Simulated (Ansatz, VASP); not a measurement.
## Ba2TeAs in VASP and in Ansatz

```
Ba Te As
1.0
     5.86018    0.00000    0.00000
    -2.93009    5.07506    0.00000
     0.00000    0.00000    6.82369
Ba Te As
2 1 1
Direct
  0.00000 0.00000 0.00000
  0.33333 0.66667 0.50000
  0.33333 0.66667 0.00000
  0.00000 0.00000 0.50000
```

Alike in both runs: task relaxation of cell and atoms; functional PBE; k mesh 3 × 3 × 4; occupations gaussian, width 0.1 eV; no spin polarisation.

```csv
,VASP,Ansatz
version,VASP 6.6.1,Ansatz 0.2.0
potentials or method,"VASP PAW PBE potentials, release 64 (Ba_sv, Te, As), cutoff 600 eV","scalar-relativistic, plane waves, PAW"
valence electrons in the cell,31,51
```

Ansatz gave:

| Quantity | Value |
| --- | --- |
| gap on the k mesh at the Fermi level, each at its own relaxed structure (eV) | none |
| relaxed volume (Å³/atom) | 50.37 |
| relaxed cell length with the largest relative difference (Å) | 5.855 |

Task: Which values does VASP return?

Result: gap on the k mesh at the Fermi level, each at its own relaxed structure (eV): none; relaxed volume (Å³/atom): 50.86; relaxed cell length with the largest relative difference (Å): 5.875.

A gap of «none» marks a metal or a gap that the smearing closes. VASP's potentials hold 31 valence electrons a cell and Ansatz's 51, so a difference there can come from the potentials and not from the codes.

The k mesh is coarse, so the values compare programs but aren't converged. Neither program's run includes spin-orbit coupling.
